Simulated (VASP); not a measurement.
# Mg12B (a cell with a defect) in VASP: further runs

The runs below take Mg12B (a cell with a defect) through single point, with PBE.

Program: VASP 6.6.1. These are calculated values, not measurements. Logs are shortened: lines on timing, memory, paths and dates and some standing lists are left out, and cuts for length are marked.

**1. The cell of the first run**

The cell holds a defect, 13 atoms: a = 6.420 Å, b = 9.630 Å, c = 5.213 Å, α = 90.00°, β = 90.00°, γ = 120.00°.

**2. Single point, PBE**

File INCAR:

```
SYSTEM = Mg12B
PREC = Accurate ; ENCUT = 520
EDIFF = 1E-6 ; ISMEAR = 0
SIGMA = 0.05 ; LREAL = .False.
LASPH = .True. ; NELM = 80
ALGO = Normal ; ISIF = 2
LWAVE = .False. ; LCHARG = .False.
GGA = PE ; NBANDS = 26
```

File KPOINTS:

```
Automatic mesh
0
Gamma
  4 3 4
  0 0 0
```

File POSCAR:

```
Mg12B
1.0
    6.4200000000      0.0000000000      0.0000000000
   -4.8150000000      8.3398250000      0.0000000000
    0.0000000000      0.0000000000      5.2130400000
Mg B
12 1
Direct
    0.0362353764      0.0114226617     -0.0008927612
    0.1579154531      0.2302125045      0.4737701993
   -0.0792584553      0.2851027450     -0.0143802848
    0.1926145948      0.5539019104      0.5230688811
    0.0541396930      0.6390882303      0.0173557080
    0.1490794905      0.8739493934      0.5054906542
    0.4784140025     -0.0177458160      0.0060245078
    0.6238184639      0.2098460100      0.4976518500
    0.4814225168      0.3458516216     -0.0157368829
    0.6767768959      0.5530306691      0.4766733039
    0.6065576184      0.7065443220     -0.0150491844
    0.6804031435      0.9088552817      0.5006057886
    0.2792688263      0.4830606158      1.1206464942
```

Potentials or basis: VASP PAW PBE potentials, release 64 (Mg, B).

Command:

```
$ cat potpaw_PBE.64/Mg/POTCAR potpaw_PBE.64/B/POTCAR > POTCAR
$ mpirun -np 1 vasp_std > vasp.out
```

OUTCAR:

```text
SYSTEM = Mg12B
   PREC = Accurate
   ENCUT = 520
   EDIFF = 1E-6
   ISMEAR = 0
   LREAL = .False.
   LASPH = .True.
   NELM = 80
   ISIF = 2
   GGA = PE

 ion  position               nearest neighbor table
   1  0.036  0.011  0.999-  11 2.85   7 2.99   9 3.06   3 3.07   2 3.09   6 3.14   6 3.19  12 3.27
                            12 3.28   2 3.30   7 3.45   5 3.65
   2  0.158  0.230  0.474-  13 2.83   4 3.02  12 3.08   1 3.09   8 3.10   9 3.12   3 3.14   9 3.21
                            10 3.23   3 3.24   1 3.30   8 3.34   6 3.41
   3  0.921  0.285  0.986-  13 2.24   7 2.88   8 3.04   1 3.07   5 3.08   2 3.14   8 3.15   9 3.15
                             2 3.24   4 3.32   9 3.35   4 3.62
   4  0.193  0.554  0.523-  13 2.36   5 2.97   2 3.02   5 3.02  10 3.12   6 3.23  12 3.29  10 3.32
                             3 3.32  11 3.33   8 3.50   3 3.62  11 3.63
   5  0.054  0.639  0.017-  13 2.61   4 2.97   4 3.02   7 3.06   3 3.08  10 3.21  11 3.25   6 3.25
                            11 3.27   9 3.34   6 3.35  10 3.53   1 3.65
   6  0.149  0.874  0.505-  10 3.07   1 3.14   8 3.15   7 3.18   7 3.19  12 3.19   1 3.19   4 3.23
                             5 3.25  12 3.26   5 3.35   2 3.41
   7  0.478  0.982  0.006-   3 2.88   1 2.99   5 3.06  12 3.12  11 3.15  12 3.17   6 3.18   6 3.19
                             8 3.19   8 3.26   1 3.45   9 3.49
   8  0.624  0.210  0.498-   3 3.04  12 3.10   2 3.10   6 3.15   3 3.15  10 3.15   9 3.19   7 3.19
                             7 3.26   9 3.30   2 3.34   4 3.50
   9  0.481  0.346  0.984-  13 2.38   1 3.06  10 3.10   2 3.12  11 3.15   3 3.15  10 3.17   8 3.19
                             2 3.21   8 3.30   5 3.34   3 3.35   7 3.49
  10  0.677  0.553  0.477-   6 3.07  11 3.10   9 3.10   4 3.12   8 3.15   9 3.17  11 3.17   5 3.21
                             2 3.23   4 3.32  12 3.42   5 3.53
  11  0.607  0.707  0.985-  13 2.24   1 2.85  12 3.08  10 3.10   9 3.15   7 3.15  10 3.17  12 3.21
                             5 3.25   5 3.27   4 3.33   4 3.63
  12  0.680  0.909  0.501-  11 3.08   2 3.08   8 3.10   7 3.12   7 3.17   6 3.19  11 3.21   6 3.26
                             1 3.27   1 3.28   4 3.29  10 3.42
  13  0.279  0.483  0.121-  11 2.24   3 2.24   4 2.36   9 2.38   5 2.61   2 2.83

  LATTYP: Found a simple monoclinic cell.
 ALAT       =     6.4200000000
 B/A-ratio  =     0.8120000000
 C/A-ratio  =     1.3228757108
 COS(beta)  =    -0.1889822286

  Lattice vectors:

 A1 = (   6.4200000000,   0.0000000000,   0.0000000000)
 A2 = (   0.0000000000,   0.0000000000,   5.2130400000)
 A3 = (  -1.6050000000,  -8.3398250000,   0.0000000000)

Analysis of symmetry for initial positions (statically):
=====================================================================
 Subroutine PRICEL returns:
 Original cell was already a primitive cell.

 Routine SETGRP: Setting up the symmetry group for a
 simple monoclinic supercell.

 Subroutine GETGRP returns: Found  1 space group operations
[... 161 lines left out ...]
  Fermi-wavevector in a.u.,A,eV,Ry     =   0.751511  1.420149  7.684136  0.564768
  Thomas-Fermi vector in A             =   1.848508
   LORBIT       =      0    0 simple, 1 ext, 2 COOP (PROOUT), +10 PAW based schemes
   GGA     = PE    functional components
   LHFCALC =     F    Hartree Fock is set to
   AEXX    =    0.0000 exact exchange contribution
   IVDW    =     0    specifies the selected vdW correction
   LEPSILON=     F    determine dielectric tensor
   LRPA    =     F    only Hartree local field effects (RPA)
 non-spin polarized calculation
 Gauss-broadening in eV      SIGMA  =   0.05
  energy-cutoff  :      520.00
  volume of cell :      279.11
 maximum number of plane-waves:      7534
   NGX = 23   NGY = 35   NGZ = 19

 number of electron      27.0000000 magnetization

 Free energy of the ion-electron system (eV)
  ---------------------------------------------------
  ext. energy  EPLUGINS =         0.00000000
  ---------------------------------------------------
  free energy    TOTEN  =       -22.71572030 eV

  energy without entropy =      -22.70817811  energy(sigma->0) =      -22.71194920

 E-fermi :   2.7711     XC(G=0):  -8.6181

 val. band max:        2.7693019408   @ k =   0.5000   0.0000   0.2500
 cond. band min:       2.7897633039   @ k =   0.0000   0.3333   0.5000
 fundamental gap:      0.0204613631
 Fermi energy:         2.7711242354

 k-point     1 :       0.0000    0.0000    0.0000
  band No.  band energies     occupation
      1      -5.0600      2.00000
      2      -3.0987      2.00000
      3      -2.2238      2.00000
      4      -1.0908      2.00000
      5      -0.9152      2.00000
      6       0.0966      2.00000
[... 661 lines left out ...]
     24       6.6975      0.00000
     25       7.2292      0.00000

 [... further k-points ...]

 [bands above 25 left out]

------------------------ aborting loop because EDIFF is reached ----------------------------------------

  FORCE on cell =-STRESS in cart. coord.  units (eV):
  Direction    XX          YY          ZZ          XY          YZ          ZX
  --------------------------------------------------------------------------------------
  -------------------------------------------------------------------------------------
  Total       -0.0398575      3.9166276     -0.8717148      2.1364876      1.1592542     -1.6225810
  in kB       -0.2287902     22.4822535     -5.0038233     12.2638813      6.6543591     -9.3139512
  external PRESSURE =       5.7498800 kB  Pullay stress =       0.0000000 kB

 VOLUME and BASIS-vectors are now :
 -----------------------------------------------------------------------------
  energy-cutoff  :      520.00
  volume of cell :      279.11
      direct lattice vectors                 reciprocal lattice vectors
     6.420000000  0.000000000  0.000000000     0.155763240  0.089929945  0.000000000
    -4.815000000  8.339825000  0.000000000     0.000000000  0.119906593  0.000000000
     0.000000000  0.000000000  5.213040000     0.000000000  0.000000000  0.191826650

 POSITION                                       TOTAL-FORCE (eV/Angst)
 -----------------------------------------------------------------------------------
      0.17763      0.09526      5.20839        -0.005786     -0.008120     -0.032422
     -0.09466      1.91993      2.46978        -0.043014      0.063132     -0.142448
      4.53839      2.37771      5.13808         0.009867      0.054649     -0.094007
     -1.43045      4.61944      2.72678        -0.051200      0.043821      0.102789
     -2.72963      5.32988      0.09048         0.039975      0.005532      0.079308
     -3.25098      7.28858      2.63514        -0.007326     -0.010549      0.002284
     -1.65814      8.19183      0.03141         0.026558      0.010778     -0.007233
      2.99451      1.75008      2.59428        -0.013062     -0.015857     -0.043120
      1.42546      2.88434      5.13100         0.009710     -0.013172     -0.099084
      1.68206      4.61218      2.48492        -0.058966     -0.020114     -0.118076
      0.49209      5.89246      5.13459        -0.003245     -0.039211     -0.088350
     -0.00795      7.57969      2.60968         0.006098     -0.016748     -0.028215
     -0.53303      4.02864      0.62894         0.090389     -0.054140      0.468573
 -----------------------------------------------------------------------------------
    total drift:                                0.000252     -0.000157     -0.000102

  FREE ENERGIE OF THE ION-ELECTRON SYSTEM (eV)
  ---------------------------------------------------
  free  energy   TOTEN  =       -22.7157203011 eV

  energy  without entropy=      -22.7081781081  energy(sigma->0) =      -22.71194920
```

OSZICAR:

```text
N       E                     dE             d eps       ncg     rms          rms(c)
DAV:   1     0.301460460046E+02    0.30146E+02   -0.80176E+03  1352   0.749E+02
DAV:   2    -0.212434981255E+02   -0.51390E+02   -0.47598E+02  1612   0.949E+01
DAV:   3    -0.255214341878E+02   -0.42779E+01   -0.41437E+01  1760   0.221E+01
DAV:   4    -0.256194513360E+02   -0.98017E-01   -0.97761E-01  1622   0.347E+00
DAV:   5    -0.256205163578E+02   -0.10650E-02   -0.10648E-02  1726   0.434E-01    0.723E+00
DAV:   6    -0.228416668444E+02    0.27788E+01   -0.15111E+01  1900   0.157E+01    0.280E+00
DAV:   7    -0.227507522696E+02    0.90915E-01   -0.35133E+00  1432   0.684E+00    0.174E+00
DAV:   8    -0.227365909240E+02    0.14161E-01   -0.38688E-01  1598   0.238E+00    0.917E-01
DAV:   9    -0.227165180635E+02    0.20073E-01   -0.36532E-02  1532   0.848E-01    0.136E-01
DAV:  10    -0.227159024148E+02    0.61565E-03   -0.29644E-03  1594   0.257E-01    0.771E-02
DAV:  11    -0.227157552528E+02    0.14716E-03   -0.55123E-04  1662   0.105E-01    0.341E-02
DAV:  12    -0.227157189702E+02    0.36283E-04   -0.11195E-04  1672   0.387E-02    0.653E-03
DAV:  13    -0.227157211035E+02   -0.21333E-05   -0.21640E-05  1514   0.191E-02    0.308E-03
DAV:  14    -0.227157203011E+02    0.80240E-06   -0.15733E-06   926   0.500E-03
   1 F= -.22715720E+02 E0= -.22711949E+02  d E =-.754219E-02
```

stdout:

```text
POSCAR found type information on POSCAR MgB
 POSCAR found :  2 types and      13 ions
 scaLAPACK will be used
 LDA part: xc-table for (Slater+PW92), standard interpolation
 POSCAR, INCAR and KPOINTS ok, starting setup
 FFT: planning ... GRIDC
 FFT: planning ... GRID_SOFT
 FFT: planning ... GRID
 WAVECAR not read
 entering main loop
```

Run time: 1.8 min. Hardware: 1 thread of AMD EPYC 9R45 (Zen 5), shared host; peak memory 0.42 GiB.

Results:

- Free energy: -22.7157 eV
- Pressure: 0.6 GPa
- Largest force: 0.480 eV/Å

Forces on the atoms (eV/Å):
```
Mg  -0.006 -0.008 -0.032
Mg  -0.043  0.063 -0.142
Mg   0.010  0.055 -0.094
Mg  -0.051  0.044  0.103
Mg   0.040  0.006  0.079
Mg  -0.007 -0.011  0.002
Mg   0.027  0.011 -0.007
Mg  -0.013 -0.016 -0.043
Mg   0.010 -0.013 -0.099
Mg  -0.059 -0.020 -0.118
Mg  -0.003 -0.039 -0.088
Mg   0.006 -0.017 -0.028
B    0.090 -0.054  0.469
```

**3. Single point, PBE**

INCAR, as its differences from that of step 2:

```diff
@@ -2,3 +2,3 @@
 PREC = Accurate ; ENCUT = 520
-EDIFF = 1E-6 ; ISMEAR = 0
+EDIFF = 1E-7 ; ISMEAR = 0
 SIGMA = 0.05 ; LREAL = .False.
```

File KPOINTS:

```
regular mesh
0
Gamma
  4 3 4
  0 0 0
```

File POSCAR:

```
Mg12B
1.0
    6.4200000000      0.0000000000      0.0000000000
   -4.8150000000      8.3398250000      0.0000000000
    0.0000000000      0.0000000000      5.2130400000
Mg B
12 1
Direct
    0.0203753206      0.0029097733     -0.0024289090
    0.1616308578      0.2290070835      0.4779865491
   -0.0456160427      0.3064739368     -0.0079959103
    0.1723424699      0.5575284853      0.5146340715
    0.0371580511      0.6549083464      0.0082738671
    0.1546377161      0.8796498727      0.5045169421
    0.4887071334     -0.0087805200      0.0108186394
    0.6367670362      0.2125849164      0.5032934718
    0.4939662227      0.3373591172     -0.0153305940
    0.6674606279      0.5541701415      0.4734187729
    0.5604023107      0.6921748358     -0.0138487332
    0.6748864058      0.9038040966      0.5027962571
    0.3136696758      0.4604403570      1.2016243881
```

Potentials or basis: VASP PAW PBE potentials, release 64 (Mg, B).

Command:

```
$ cat potpaw_PBE.64/Mg/POTCAR potpaw_PBE.64/B/POTCAR > POTCAR
$ mpirun -np 1 vasp_std > vasp.out
```

It took 2.5 min on 1 thread of AMD EPYC 9R45 (Zen 5), shared host; peak memory 0.42 GiB.

Results (log left out):

| Property | Result |
| --- | --- |
| Free energy | -23.0690 eV |
| Pressure | 0.7 GPa |
| Largest force | 0.359 eV/Å |

Forces in eV/Å, atoms in the order of the input:
```
Mg  -0.036 -0.040 -0.037
Mg   0.001 -0.008 -0.020
Mg   0.061  0.131 -0.005
Mg  -0.090  0.027 -0.014
Mg  -0.104  0.094 -0.022
Mg   0.001  0.028 -0.023
Mg   0.030  0.050 -0.017
Mg   0.035  0.003 -0.012
Mg   0.063 -0.043 -0.030
Mg  -0.035 -0.008 -0.037
Mg  -0.127 -0.080 -0.025
Mg  -0.007 -0.042 -0.029
B    0.208 -0.114  0.270
```

Stress tensor (GPa, compression positive):
```
 0.31  0.04 -0.41
 0.04  1.01  0.23
-0.41  0.23  0.70
```

Levels at points of the mesh, in eV from the Fermi level:
```tsv
k point	band 11	band 12	band 13	band 14	band 15	band 16
(0.00, 0.00, 0.00)	-0.73	-0.46	-0.12	0.05	0.50	0.65
(0.50, 0.00, 0.00)	-0.53	-0.31	-0.27	-0.15	0.04	0.23
(0.00, 0.00, 0.50)	-1.57	-1.34	-1.02	-0.72	-0.08	0.71
(0.50, 0.00, 0.50)	-1.10	-0.75	-0.46	0.21	0.54	0.77
```
